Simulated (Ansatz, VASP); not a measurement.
Two plane-wave programs on ZnS

```
Zn S
1.0
     3.81100    0.00000    0.00000
    -1.90550    3.30042    0.00000
     0.00000    0.00000    6.23400
Zn S
2 2
Direct
  0.33333 0.66667 0.00000
  0.66667 0.33333 0.50000
  0.31541 0.65355 0.37805
  0.64874 0.32021 0.87805
```

Change from the starting cell: all S atoms moved -0.075 Å, as atom 3 along Cartesian [1 1 1].

Alike in both runs: task single point; functional r2SCAN; k mesh 6 × 6 × 4; occupations gaussian, width 0.05 eV; no spin polarisation.

|  | VASP | Ansatz |
| --- | --- | --- |
| version | VASP 6.6.1 | Ansatz 0.2.0 |
| potentials or method | VASP PAW PBE potentials, release 64 (Zn, S), cutoff 520 eV | scalar-relativistic, plane waves, PAW |
| valence electrons in the cell | 36 | 36 |

```tsv
	VASP	Ansatz	Ansatz less VASP
gap on the k mesh at the Fermi level (eV)	2.79	2.78	-0.010
least direct gap on the mesh (eV)	2.79	2.78	-0.010
pressure (GPa)	0.2	0.1	-0.04
traceless stress, the component that is largest in VASP (GPa)	-0.64	-0.64	+0.003
rms of the force components (eV/Å)	0.237	0.237	-0.0001
```

VASP's potentials were made for PBE, not for r2SCAN. Atom by atom the forces differ by 0.001 eV/Å (rms over components). With one functional, cell and mesh, what is left measures potentials, basis and numerics.
